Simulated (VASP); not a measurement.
# C (P6_3/mmc) in VASP: a series of runs, part 2 of 2

VASP 6.6.1. The steps go on from the part before.

### Step 3. Single point, r2SCAN (strain +0.025 along x and y, +0.000 along z)

The COD entry that gives the cell may itself be a prediction, so a difference from it is no test against experiment.

POSCAR reads:

```
C
1.0
    2.5725856773      0.0000000000      0.0000000000
   -1.2862928387      2.2279245500      0.0000000000
    0.0000000000      0.0000000000      8.2803246248
C
8
Direct
    0.0000000000      0.0000000000      0.0929334757
    0.0000000000      0.0000000000      0.5929334757
    0.0000000000      0.0000000000      0.4070665243
    0.0000000000      0.0000000000      0.9070665243
    0.3333333333      0.6666666667      0.1554962089
    0.6666666667      0.3333333333      0.6554962089
    0.3333333333      0.6666666667      0.3445037911
    0.6666666667      0.3333333333      0.8445037911
```

INCAR.step1 reads:

```
PREC = Accurate
ENCUT = 520
ISMEAR = 0
SIGMA = 0.05
LREAL = F
LASPH = T
NELM = 60
NBANDS = 26
GGA = PE
ALGO = Normal
EDIFF = 1E-4
LWAVE = T
LCHARG = F
```

INCAR.step2 reads:

```
PREC = Accurate
ENCUT = 520
EDIFF = 1E-6
ISMEAR = 0
SIGMA = 0.05
LREAL = F
LASPH = T
NELM = 60
ALGO = Normal
ISIF = 2
LWAVE = F
LCHARG = T
METAGGA = R2SCAN
LMIXTAU = T
LELF = T
LVHAR = T
NBANDS = 26
ISTART = 1
```

KPOINTS reads:

```
Automatic mesh
0
Gamma
  12 12 4
```

Potentials or basis: VASP PAW PBE potentials, release 64 (C).

Started as:

```sh
cat potpaw_PBE.64/C/POTCAR > POTCAR
cp INCAR.step1 INCAR
mpirun -np 1 vasp_std > vasp.out
cp INCAR.step2 INCAR
mpirun -np 1 vasp_std > vasp.out
```

OUTCAR:

```text
PREC = Accurate
   ENCUT = 520
   EDIFF = 1E-6
   ISMEAR = 0
   LREAL = F
   LASPH = T
   NELM = 60
   ISIF = 2
   METAGGA = R2SCAN
   ISTART = 1

 ion  position               nearest neighbor table
   1  0.000  0.000  0.093-   4 1.54   5 1.57   5 1.57   5 1.57
   2  0.000  0.000  0.593-   3 1.54   6 1.57   6 1.57   6 1.57
   3  0.000  0.000  0.407-   2 1.54   7 1.57   7 1.57   7 1.57
   4  0.000  0.000  0.907-   1 1.54   8 1.57   8 1.57   8 1.57
   5  0.333  0.667  0.155-   7 1.57   1 1.57   1 1.57   1 1.57
   6  0.667  0.333  0.655-   8 1.57   2 1.57   2 1.57   2 1.57
   7  0.333  0.667  0.345-   5 1.57   3 1.57   3 1.57   3 1.57
   8  0.667  0.333  0.845-   6 1.57   4 1.57   4 1.57   4 1.57

  LATTYP: Found a hexagonal cell.
 ALAT       =     2.5725856773
 C/A-ratio  =     3.2186778842

  Lattice vectors:

 A1 = (   2.5725856773,   0.0000000000,   0.0000000000)
 A2 = (  -1.2862928387,   2.2279245500,   0.0000000000)
 A3 = (   0.0000000000,   0.0000000000,   8.2803246248)

Analysis of symmetry for initial positions (statically):
[... 196 lines left out ...]
  band No.  band energies     occupation
      1     -13.0274      2.00000
      2     -11.3025      2.00000
      3     -11.1941      2.00000
      4      -7.0852      2.00000
      5      -4.5180      2.00000
      6       2.3973      2.00000
[... 685 lines left out ...]
     25      19.8143      0.00000
     26      21.8552      0.00000

 [... further k-points ...]

------------------------ aborting loop because EDIFF is reached ----------------------------------------

  FORCE on cell =-STRESS in cart. coord.  units (eV):
  Direction    XX          YY          ZZ          XY          YZ          ZX
  --------------------------------------------------------------------------------------
  -------------------------------------------------------------------------------------
  Total       -8.4163039     -8.4163039     -0.0984794      0.0000000      0.0000000      0.0000000
  in kB     -284.1281742   -284.1281742     -3.3245921      0.0000000      0.0000000      0.0000000
  external PRESSURE =    -190.5269802 kB  Pullay stress =       0.0000000 kB

 VOLUME and BASIS-vectors are now :
 -----------------------------------------------------------------------------
  energy-cutoff  :      520.00
  volume of cell :       47.46
      direct lattice vectors                 reciprocal lattice vectors
     2.572585677  0.000000000  0.000000000     0.388713973  0.224424117  0.000000000
    -1.286292839  2.227924550  0.000000000     0.000000000  0.448848234  0.000000000
     0.000000000  0.000000000  8.280324625     0.000000000  0.000000000  0.120768212

 POSITION                                       TOTAL-FORCE (eV/Angst)
 -----------------------------------------------------------------------------------
      0.00000      0.00000      0.76952         0.000000      0.000000     -0.003661
      0.00000      0.00000      4.90968         0.000000     -0.000000     -0.003661
      0.00000      0.00000      3.37064         0.000000     -0.000000      0.003661
      0.00000      0.00000      7.51081        -0.000000     -0.000000      0.003661
     -0.00000      1.48528      1.28756        -0.000000      0.000000     -0.056824
      1.28629      0.74264      5.42772         0.000000     -0.000000     -0.056824
     -0.00000      1.48528      2.85260        -0.000000      0.000000      0.056824
      1.28629      0.74264      6.99277         0.000000     -0.000000      0.056824
 -----------------------------------------------------------------------------------
    total drift:                               -0.000000      0.000000      0.000000

  FREE ENERGIE OF THE ION-ELECTRON SYSTEM (eV)
  ---------------------------------------------------
  free  energy   TOTEN  =       -78.3456734992 eV

  energy  without entropy=      -78.3456734992  energy(sigma->0) =      -78.34567350
```

OUTCAR.step1:

```text
PREC = Accurate
   ENCUT = 520
   ISMEAR = 0
   LREAL = F
[... 944 lines left out ...]
     -0.00000      1.48528      1.28756         0.000000     -0.000000     -0.061484
      1.28629      0.74264      5.42772        -0.000000      0.000000     -0.061484
     -0.00000      1.48528      2.85260         0.000000     -0.000000      0.061484
      1.28629      0.74264      6.99277        -0.000000     -0.000000      0.061484
 -----------------------------------------------------------------------------------
    total drift:                               -0.000000      0.000000      0.000000

  FREE ENERGIE OF THE ION-ELECTRON SYSTEM (eV)
  ---------------------------------------------------
  free  energy   TOTEN  =       -72.5191096334 eV

  energy  without entropy=      -72.5191096334  energy(sigma->0) =      -72.51910963
```

OSZICAR.step1:

```text
N       E                     dE             d eps       ncg     rms          rms(c)
DAV:   1     0.619036344722E+02    0.61904E+02   -0.16580E+04  2964   0.119E+03
DAV:   2    -0.695675393861E+02   -0.13147E+03   -0.12410E+03  3886   0.225E+02
DAV:   3    -0.746989537553E+02   -0.51314E+01   -0.50913E+01  4014   0.395E+01
DAV:   4    -0.747509847173E+02   -0.52031E-01   -0.51930E-01  3806   0.430E+00
DAV:   5    -0.747520068119E+02   -0.10221E-02   -0.10212E-02  3966   0.553E-01    0.105E+01
DAV:   6    -0.730776046317E+02    0.16744E+01   -0.10992E+00  3398   0.554E+00    0.625E+00
DAV:   7    -0.725154660231E+02    0.56214E+00   -0.13515E+00  3526   0.634E+00    0.129E+00
DAV:   8    -0.725188569300E+02   -0.33909E-02   -0.31767E-02  3878   0.955E-01    0.108E-01
DAV:   9    -0.725190498216E+02   -0.19289E-03   -0.71351E-04  3838   0.172E-01    0.328E-02
DAV:  10    -0.725191096334E+02   -0.59812E-04   -0.58310E-05  2678   0.518E-02
   1 F= -.72519110E+02 E0= -.72519110E+02  d E =-.270680E-11
```

Wall time 4.1 min (1 thread of AMD EPYC 7R13 (Zen 3), shared host); peak memory 0.16 GiB.

Results:

```yaml
Free_energy: -78.3457 eV
Pressure: -19.1 GPa
Largest_force: 0.057 eV/Å
Band_gap_on_the_k_mesh: 4.36 eV, indirect (least direct gap 5.15 eV)
```

Forces on the atoms (eV/Å):
```
C    0.000  0.000 -0.004
C    0.000  0.000 -0.004
C    0.000  0.000  0.004
C    0.000  0.000  0.004
C    0.000  0.000 -0.057
C    0.000  0.000 -0.057
C    0.000  0.000  0.057
C    0.000  0.000  0.057
```

Levels at points of the mesh, in eV from the valence-band top:
| k point | band 12 | band 13 | band 14 | band 15 | band 16 | band 17 | band 18 | band 19 | band 20 | band 21 |
| --- | --- | --- | --- | --- | --- | --- | --- | --- | --- | --- |
| (0.00, 0.00, 0.00) | -1.93 | -1.93 | -0.26 | 0.00 | 0.00 | 5.15 | 5.15 | 6.13 | 7.13 | 7.13 |
| (0.50, 0.00, 0.00) | -5.18 | -5.08 | -4.68 | -3.70 | -2.92 | 4.37 | 5.67 | 6.00 | 6.23 | 7.05 |
| (0.00, 0.00, 0.50) | -2.54 | -0.74 | -0.74 | -0.74 | -0.74 | 6.01 | 6.01 | 6.01 | 6.01 | 6.83 |
| (0.50, 0.00, 0.50) | -6.24 | -4.82 | -4.82 | -3.70 | -3.70 | 4.75 | 4.75 | 7.40 | 7.40 | 7.75 |

Caveat: the cell differs from its parent crystal (strain +0.025 along x and y, +0.000 along z); the PAW data sets were made with another functional, which shifts forces and pressure a little.
